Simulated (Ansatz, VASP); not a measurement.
**One calculation of SrHf, two programs**

The input INCAR:

```
SYSTEM = SrHf
PREC     = Accurate       ! precision mode
ENCUT    = 600            ! plane-wave cutoff, eV
EDIFF    = 1E-7           ! SCF threshold, eV
ISMEAR   = 0              ! smearing method
SIGMA    = 0.1            ! smearing width, eV
LREAL    = .False.        ! projectors in reciprocal space
LASPH    = .True.         ! aspherical terms in the spheres
NELM     = 100            ! most SCF steps
ALGO     = Normal         ! electronic algorithm
ISIF     = 3              ! what is computed and relaxed
LWAVE    = .False.        ! write WAVECAR
LCHARG   = .False.        ! write CHGCAR
GGA      = PE             ! functional
IBRION   = 2              ! ionic algorithm
NSW      = 100            ! ionic steps
EDIFFG   = -0.01          ! ionic threshold
```

Contents of KPOINTS:

```
Automatic mesh
0
Gamma
  14 14 14
  0 0 0
```

The input POSCAR:

```
SrHf
1.0
    0.0000000000      3.5047526210      3.5047526210
    3.5047526210      0.0000000000      3.5047526210
    3.5047526210      3.5047526210      0.0000000000
Sr Hf
1 1
Direct
    0.0000000000      0.0000000000      0.0000000000
    0.2500000000      0.2500000000      0.2500000000
```

Input for Ansatz:

```yaml
crystal:
  lattice:
    - [0.0, 3.504752621, 3.504752621]
    - [3.504752621, 0.0, 3.504752621]
    - [3.504752621, 3.504752621, 0.0]
  atoms:
    - { symbol: Sr, position: [0.0, 0.0, 0.0] }
    - { symbol: Hf, position: [0.25, 0.25, 0.25] }
basis:
  ecutwfc: 420
kpoints:
  mp_grid: { grid: [14, 14, 14] }
hamiltonian:
  xc: pbe
scf:
  occupations: { method: gaussian, width: 0.1 }
output:
  forces: true
  stress: true
  eigenvalues: true
  write_density: true
  write_potential: true
  elf: true
  volumetric_format: npy
relax:
  adjacent_minimum: "off"
  f_tol: 0.01
  max_steps: 80
  cell: { stress_tol: 0.05 }
```

Alike in both runs: task relaxation of cell and atoms; functional PBE; k mesh 14 × 14 × 14; occupations gaussian, width 0.1 eV; no spin polarisation.

|  | VASP | Ansatz |
| --- | --- | --- |
| version | VASP 6.6.1 | Ansatz 0.2.0 |
| potentials or method | VASP PAW PBE potentials, release 64 (Sr_sv, Hf_pv), cutoff 600 eV | scalar-relativistic, plane waves, PAW |
| valence electrons in the cell | 20 | 36 |

VASP gave:

* gap on the k mesh at the Fermi level, each at its own relaxed structure (eV): none
* relaxed volume (Å³/atom): 44.84
* relaxed cell length with the largest relative difference (Å): 5.024

Question: Estimate Ansatz's values.

Answer: gap on the k mesh at the Fermi level, each at its own relaxed structure (eV): none; relaxed volume (Å³/atom): 44.95; relaxed cell length with the largest relative difference (Å): 5.028.

A gap of «none» marks a metal or a gap that the smearing closes. VASP's potentials hold 20 valence electrons a cell and Ansatz's 36, so a difference there can come from the potentials and not from the codes.

Spin-orbit coupling is off throughout.
